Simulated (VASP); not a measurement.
# Pd2PtS6 (P-31m) in VASP: relaxation of cell and atoms with PBE

Aim: the relaxation of cell and atoms of Pd2PtS6 with PBE.

Program: VASP 6.6.1. These are calculated values, not measurements. Logs are shortened: lines on timing, memory, paths and dates and some standing lists are left out, and cuts for length are marked.

**1. The cell of the first run**

The structure is trigonal, space group P-31m (No. 162). Conventional cell: a = 6.171 Å, b = 6.171 Å, c = 6.273 Å, α = 90.00°, β = 90.00°, γ = 120.00°. Within 3.2 Å of Pd (site symmetry 32) lie 6 S at 2.40 Å. Within 3.2 Å of Pt (site symmetry -3m) lie 6 S at 2.40 Å. Within 3.3 Å of S (site symmetry m) lie 1 Pt at 2.40 Å and 2 Pd at 2.40 Å and 3 S at 3.21 to 3.22 Å.

**2. Relaxation of cell and atoms, PBE**

INCAR reads:

```
PREC = Accurate
ENCUT = 600
EDIFF = 1E-7
ISMEAR = 0
SIGMA = 0.02
LREAL = False
LASPH = True
NELM = 60
ALGO = Normal
ISIF = 3
LWAVE = False
LCHARG = False
GGA = PE
IBRION = 2
NSW = 100
EDIFFG = -0.01
```

KPOINTS reads:

```
Automatic mesh
0
Gamma
  6 6 6
```

POSCAR reads:

```
Pd2PtS6
1.0
    6.1705039000      0.0000000000      0.0000000000
   -3.0852520000      5.3438132000      0.0000000000
    0.0000000000      0.0000000000      6.2730940000
Pd Pt S
2 1 6
Direct
    0.6666667000      0.3333333000      0.0000000000
    0.3333333000      0.6666667000      0.0000000000
    0.0000000000      0.0000000000      0.0000000000
    0.6668830000      0.6668830000      0.1969960000
    0.3331170000      0.0000000000      0.1969960000
    0.0000000000      0.3331170000      0.1969960000
    0.0000000000      0.6668830000      0.8030040000
    0.6668830000      0.0000000000      0.8030040000
    0.3331170000      0.3331170000      0.8030040000
```

Potentials or basis: VASP PAW PBE potentials, release 64 (Pd, Pt, S).

Started as:

```bash
$ cat potpaw_PBE.64/Pd/POTCAR potpaw_PBE.64/Pt/POTCAR potpaw_PBE.64/S/POTCAR > POTCAR
$ mpirun -np 1 vasp_std > vasp.out
```

OUTCAR:

```text
PREC = Accurate
   ENCUT = 600
   EDIFF = 1E-7
   ISMEAR = 0
   LREAL = False
   LASPH = True
   NELM = 60
   ISIF = 3
   GGA = PE
   IBRION = 2
   NSW = 100
   EDIFFG = -0.01

 ion  position               nearest neighbor table
   1  0.667  0.333  0.000-   6 2.40   8 2.40   5 2.40   7 2.40   9 2.40   4 2.40
   2  0.333  0.667  0.000-   7 2.40   5 2.40   8 2.40   6 2.40   4 2.40   9 2.40
   3  0.000  0.000  0.000-   5 2.40   8 2.40   4 2.40   9 2.40   6 2.40   7 2.40
   4  0.667  0.667  0.197-   3 2.40   2 2.40   1 2.40
   5  0.333  0.000  0.197-   3 2.40   2 2.40   1 2.40
   6  0.000  0.333  0.197-   3 2.40   1 2.40   2 2.40
   7  0.000  0.667  0.803-   3 2.40   2 2.40   1 2.40
   8  0.667  0.000  0.803-   3 2.40   1 2.40   2 2.40
   9  0.333  0.333  0.803-   3 2.40   1 2.40   2 2.40

  LATTYP: Found a hexagonal cell.
 ALAT       =     6.1705039000
 C/A-ratio  =     1.0166258869

  Lattice vectors:

 A1 = (   6.1705039000,   0.0000000000,   0.0000000000)
 A2 = (  -3.0852520000,   5.3438132000,   0.0000000000)
 A3 = (   0.0000000000,   0.0000000000,   6.2730940000)

Analysis of symmetry for initial positions (statically):
=====================================================================
 Subroutine PRICEL returns:
 Original cell was already a primitive cell.

 Routine SETGRP: Setting up the symmetry group for a
 hexagonal supercell.

 Subroutine GETGRP returns: Found 12 space group operations
 (whereof 12 operations were pure point group operations)
 out of a pool of 24 trial point group operations.

The static configuration has the point symmetry D_3d.

Analysis of symmetry for dynamics (positions and initial velocities):
=====================================================================
 Subroutine PRICEL returns:
 Original cell was already a primitive cell.

 Routine SETGRP: Setting up the symmetry group for a
 hexagonal supercell.

 Subroutine GETGRP returns: Found 12 space group operations
 (whereof 12 operations were pure point group operations)
 out of a pool of 24 trial point group operations.

The dynamic configuration has the point symmetry D_3d.

 Subroutine INISYM returns: Found 12 space group operations
 (whereof 12 operations are pure point group operations),
 and found     1 'primitive' translations

----------------------------------------------------------------------------------------

                                     Primitive cell

  volume of cell :     206.8491

  direct lattice vectors                    reciprocal lattice vectors
     6.170503900  0.000000000  0.000000000     0.162061319  0.093566146  0.000000000
    -3.085252000  5.343813200  0.000000000     0.000000000  0.187132290  0.000000000
     0.000000000  0.000000000  6.273094000     0.000000000  0.000000000  0.159410970

  length of vectors
     6.170503900  6.170503984  6.273094000     0.187132292  0.187132290  0.159410970

  position of ions in fractional coordinates (direct lattice)
     0.666666700  0.333333300  0.000000000
     0.333333300  0.666666700  0.000000000
     0.000000000  0.000000000  0.000000000
     0.666883000  0.666883000  0.196996000
     0.333117000  0.000000000  0.196996000
     0.000000000  0.333117000  0.196996000
     0.000000000  0.666883000  0.803004000
     0.666883000  0.000000000  0.803004000
     0.333117000  0.333117000  0.803004000

  ion indices of the primitive-cell ions
   primitive index   ion index
                 1           1
                 2           2
                 3           3
                 4           4
                 5           5
                 6           6
                 7           7
                 8           8
                 9           9

----------------------------------------------------------------------------------------

 KPOINTS: Automatic mesh

Automatic generation of k-mesh.
 Grid dimensions read from file:
 generate k-points for:    6    6    6

 Generating k-lattice:

  Cartesian coordinates                     Fractional coordinates (reciprocal lattice)
     0.027010220  0.015594358  0.000000000     0.166666667  0.000000000  0.000000000
     0.000000000  0.031188715  0.000000000     0.000000000  0.166666667  0.000000000
     0.000000000  0.000000000  0.026568495     0.000000000  0.000000000  0.166666667

  Length of vectors
     0.031188715  0.031188715  0.026568495

  Shift w.r.t. Gamma in fractional coordinates (k-lattice)
     0.000000000  0.000000000  0.000000000

 Subroutine IBZKPT returns following result:
 ===========================================

 Found     34 irreducible k-points:

 Following reciprocal coordinates:
            Coordinates               Weight
  0.000000  0.000000  0.000000      1.000000
  0.166667 -0.000000  0.000000      6.000000
  0.333333  0.000000  0.000000      6.000000
  0.500000  0.000000  0.000000      3.000000
  0.166667  0.166667  0.000000      6.000000
  0.333333  0.166667  0.000000     12.000000
[... 16 lines left out ...]
 -0.166667  0.333333  0.333333      6.000000
  0.333333  0.166667  0.333333     12.000000
 [... further k-points ...]
   k-points           NKPTS =     34   k-points in BZ     NKDIM =     34   number of bands    NBANDS=     39
   number of dos      NEDOS =    301   number of ions     NIONS =      9
   total plane-waves  NPLWV = 125000
   dimension x,y,z NGX =    50 NGY =   50 NGZ =   50
   dimension x,y,z NGXF=   100 NGYF=  100 NGZF=  100
   ions per type =               2   1   6
   NGX,Y,Z   is equivalent  to a cutoff of  13.47, 13.47, 13.25 a.u.
   NGXF,Y,Z  is equivalent  to a cutoff of  26.94, 26.94, 26.50 a.u.
 SYSTEM =  unknown system
   PREC   = accura    normal or accurate (medium, high low for compatibility)
   ISTART =      0    job   : 0-new  1-cont  2-samecut
   ICHARG =      2    charge: 1-file 2-atom 10-const
   ISPIN  =      1    spin polarized calculation?
   LNONCOLLINEAR =      F non collinear calculations
   LSORBIT =      F    spin-orbit coupling
   LASPH  =      T    aspherical Exc in radial PAW
   ENCUT  =  600.0 eV  44.10 Ry    6.64 a.u.  12.32 12.32 12.53*2*pi/ulx,y,z
   NELM   =     60;   NELMIN=  2; NELMDL= -5     # of ELM steps
   EDIFF  = 0.1E-06   stopping-criterion for ELM
   LREAL  =      F    real-space projection
   EDIFFG = -.1E-01   stopping-criterion for IOM
   NSW    =    100    number of steps for IOM
   IBRION =      2    ionic relax: 0-MD 1-quasi-New 2-CG
   NFREE  =      1    steps in history (QN), initial steepest desc. (CG)
   ISIF   =      3    stress and relaxation
   ISYM   =      2    0-nonsym 1-usesym 2-fastsym
   POTIM  = 0.5000    time-step for ionic-motion
   TEBEG  =    0.0;   TEEND  =   0.0 temperature during run
   PSTRESS=    0.0 pullay stress
   NELECT =      66.0000    total number of electrons
   NUPDOWN=      -1.0000    fix difference up-down
   EMIN   =  10.00;   EMAX   =-10.00  energy-range for DOS
   EFERMI =   0.00;   METHOD = LEGACY
   ISMEAR =     0;   SIGMA  =   0.02  broadening in eV -4-tet -1-fermi 0-gaus
   EFERMI_NEDOS =   21; number of points for ismear=-14 and -15
   IALGO  =     38    algorithm
   IMIX   =      4    mixing-type and parameters
     AMIX     =   0.40;   BMIX     =  1.00
     AMIX_MAG =   1.60;   BMIX_MAG =  1.00
  volume/ion in A,a.u.               =      22.98       155.10
  Fermi-wavevector in a.u.,A,eV,Ry     =   1.118678  2.113994 17.026867  1.251439
  Thomas-Fermi vector in A             =   2.255311
   LORBIT       =      0    0 simple, 1 ext, 2 COOP (PROOUT), +10 PAW based schemes
   GGA     = PE    functional components
   LHFCALC =     F    Hartree Fock is set to
   AEXX    =    0.0000 exact exchange contribution
   IVDW    =     0    specifies the selected vdW correction
   LEPSILON=     F    determine dielectric tensor
   LRPA    =     F    only Hartree local field effects (RPA)
 conjugate gradient relaxation of ions
 non-spin polarized calculation
 Gauss-broadening in eV      SIGMA  =   0.02
  energy-cutoff  :      600.00
  volume of cell :      206.85
 maximum number of plane-waves:      6943
 NGX is ok and might be reduce to    50
   NGX = 25   NGY = 25   NGZ = 25

--------------------------------------- Ionic step        1  -------------------------------------------

 number of electron      65.9999997 magnetization

 Free energy of the ion-electron system (eV)
  ---------------------------------------------------
  ext. energy  EPLUGINS =         0.00000000
  ---------------------------------------------------
  free energy    TOTEN  =       -43.45660186 eV

  energy without entropy =      -43.45660186  energy(sigma->0) =      -43.45660186

------------------------ aborting loop because EDIFF is reached ----------------------------------------

  FORCE on cell =-STRESS in cart. coord.  units (eV):
  Direction    XX          YY          ZZ          XY          YZ          ZX
  --------------------------------------------------------------------------------------
  -------------------------------------------------------------------------------------
  Total       -0.3724189     -0.3724189     -0.2143484      0.0000000     -0.0000000      0.0000000
  in kB       -2.8846196     -2.8846197     -1.6602642      0.0000000     -0.0000000      0.0000000
  external PRESSURE =      -2.4765012 kB  Pullay stress =       0.0000000 kB
[... 71 lines left out ...]
  energy  without entropy=      -43.4562725838  energy(sigma->0) =      -43.45627258

--------------------------------------- Ionic step        3  -------------------------------------------

 number of electron      65.9999997 magnetization

 Free energy of the ion-electron system (eV)
  ---------------------------------------------------
  ext. energy  EPLUGINS =         0.00000000
  ---------------------------------------------------
  free energy    TOTEN  =       -43.45706919 eV

  energy without entropy =      -43.45706919  energy(sigma->0) =      -43.45706919

 E-fermi :   3.5298     XC(G=0):  -9.1084

 val. band max:        3.3979207226   @ k =   0.5000   0.0000   0.0000
 cond. band min:       4.4044797225   @ k =  -0.1667   0.5000   0.3333
 fundamental gap:      1.0065589999
 Fermi energy:         3.5298295396

 k-point     1 :       0.0000    0.0000    0.0000
  band No.  band energies     occupation
      1     -10.4713      2.00000
      2      -8.7564      2.00000
      3      -8.7564      2.00000
      4      -8.6916      2.00000
      5      -8.6916      2.00000
      6      -8.4492      2.00000
[... 997 lines left out ...]
     38       5.7644      0.00000
     39       5.8316      0.00000

 [... further k-points ...]

------------------------ aborting loop because EDIFF is reached ----------------------------------------

  FORCE on cell =-STRESS in cart. coord.  units (eV):
  Direction    XX          YY          ZZ          XY          YZ          ZX
  --------------------------------------------------------------------------------------
  -------------------------------------------------------------------------------------
  Total        0.0043648      0.0043648      0.0389965     -0.0000000      0.0000000      0.0000000
  in kB        0.0338842      0.0338842      0.3027329     -0.0000000      0.0000000      0.0000000
  external PRESSURE =       0.1235005 kB  Pullay stress =       0.0000000 kB
[... 24 lines left out ...]
  FREE ENERGIE OF THE ION-ELECTRON SYSTEM (eV)
  ---------------------------------------------------
  free  energy   TOTEN  =       -43.4570691895 eV

  energy  without entropy=      -43.4570691895  energy(sigma->0) =      -43.45706919

 reached required accuracy - stopping structural energy minimisation
```

Run time: 6.6 min. Hardware: 1 thread of Intel Xeon 6975P-C (Granite Rapids), shared host; peak memory 0.57 GiB.

Results:

```yaml
Free_energy: -43.4571 eV
Relaxed_volume: 22.93 Å³/atom
Relaxed_cell: a = 6.165 Å, b = 6.165 Å, c = 6.270 Å, α = 90.00°, β = 90.00°, γ = 120.00°
Space_group_after_relaxing_to_0.1_Å: P-31m (No. 162)
Energy_gained_by_relaxing: 0.1 meV/atom
Ionic_steps: 3
Pressure_after_relaxing: 0.0 GPa
Largest_force_after_relaxing: 0.007 eV/Å
Band_gap_on_the_k_mesh: 1.01 eV (least direct gap 1.16 eV)
```

Forces in eV/Å, atoms in the order of the input:
```
Pd   0.000  0.000  0.000
Pd   0.000  0.000  0.000
Pt   0.000  0.000  0.000
S    0.004  0.006  0.001
S   -0.007  0.000  0.001
S    0.004 -0.006  0.001
S   -0.004  0.006 -0.001
S    0.007  0.000 -0.001
S   -0.004 -0.006 -0.001
```

The path:
```csv
step,energy change (eV),largest force (eV/Å),pressure (GPa),volume (Å³)
1,0.0000,0.0360,-0.25,206.85
2,0.0003,0.0457,0.35,205.79
3,-0.0005,0.0073,0.01,206.38
```

Final structure:
```
CELL_PARAMETERS angstrom
6.16511 0.00000 0.00000
-3.08256 5.33915 0.00000
0.00000 0.00000 6.26994
ATOMIC_POSITIONS crystal
Pd 0.66667 0.33333 0.00000
Pd 0.33333 0.66667 0.00000
Pt 0.00000 0.00000 0.00000
S 0.66694 0.66694 0.19689
S 0.33306 0.00000 0.19689
S 0.00000 0.33306 0.19689
S 0.00000 0.66694 0.80311
S 0.66694 0.00000 0.80311
S 0.33306 0.33306 0.80311
```

Levels at points of the mesh, in eV from the valence-band top:
```
           k point  band 31  band 32  band 33  band 34  band 35  band 36
(0.00, 0.00, 0.00)    -0.30    -0.30    -0.30     1.16     1.16     1.53
(0.50, 0.00, 0.00)    -0.88    -0.17     0.00     1.28     1.53     1.55
(0.00, 0.00, 0.50)    -0.84    -0.32    -0.32     1.50     1.50     1.84
(0.50, 0.00, 0.50)    -0.63    -0.50    -0.34     1.23     1.45     1.56
```

Caveat: spin-orbit coupling is left out, which moves the levels of the heavy elements; this functional lacks dispersion, which binds layers or chains, so the pressure and a relaxed spacing across them are unreliable. A k mesh can miss the band edges.
